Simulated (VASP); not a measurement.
Wanted: the native input for a VASP 6.6.1 run.

| Quantity | Value |
| --- | --- |
| Task | single point |
| Functional | PBE |
| Potentials or basis | VASP PAW PBE potentials, release 64 (Nb_sv, As) |
| Cutoff | 520 eV |
| k mesh | 11 × 11 × 11 |
| Occupations | fermi-dirac, width 0.05 eV |
| Spin | no spin polarisation |
| Dipole correction | no |
| Further INCAR settings | ALGO = Normal; EDIFF = 1e-06; NBANDS = 16 |

The structure of NbAs (rocksalt type) lies in POSCAR:

```
NbAs
1.0
    0.0000000000      2.6893318562      2.6893318562
    2.6893318562      0.0000000000      2.6893318562
    2.6893318562      2.6893318562      0.0000000000
Nb As
1 1
Direct
    0.0000000000      0.0000000000      0.0000000000
    0.5000000000      0.5000000000      0.5000000000
```

This cell differs from its parent crystal: volume scaled by 1.06.

One way to write it, as run:

INCAR

```
PREC     = Accurate       # precision mode
ENCUT    = 520            # plane-wave cutoff, eV
EDIFF    = 1E-6           # SCF threshold, eV
ISMEAR   = -1             # smearing method
SIGMA    = 0.05           # smearing width, eV
LREAL    = F              # projectors in reciprocal space
LASPH    = T              # aspherical terms in the spheres
NELM     = 100            # most SCF steps
ALGO     = Normal         # electronic algorithm
ISIF     = 2              # what is computed and relaxed
LWAVE    = F              # write WAVECAR
LCHARG   = T              # write CHGCAR
GGA      = PE             # functional
LELF     = T              # ELF
LVHAR    = T            
NBANDS   = 16             # bands
```

KPOINTS

```
regular mesh
0
Gamma
  11 11 11
```

Potentials or basis: VASP PAW PBE potentials, release 64 (Nb_sv, As).

Command:

```sh
$ cat potpaw_PBE.64/Nb_sv/POTCAR potpaw_PBE.64/As/POTCAR > POTCAR
$ mpirun -np 1 vasp_std > vasp.out
```

It gave:

| Property | Result |
| --- | --- |
| Pressure | -7.4 GPa |
| Band gap on the k mesh | zero (band 9 reaches 9.45 eV, above the bottom of band 10 at 7.81 eV) |

Run time: 24 s on 1 thread of Intel(R) Xeon(R) 6975P-C (Granite Rapids) (shared host), peak memory 0.18 GiB.
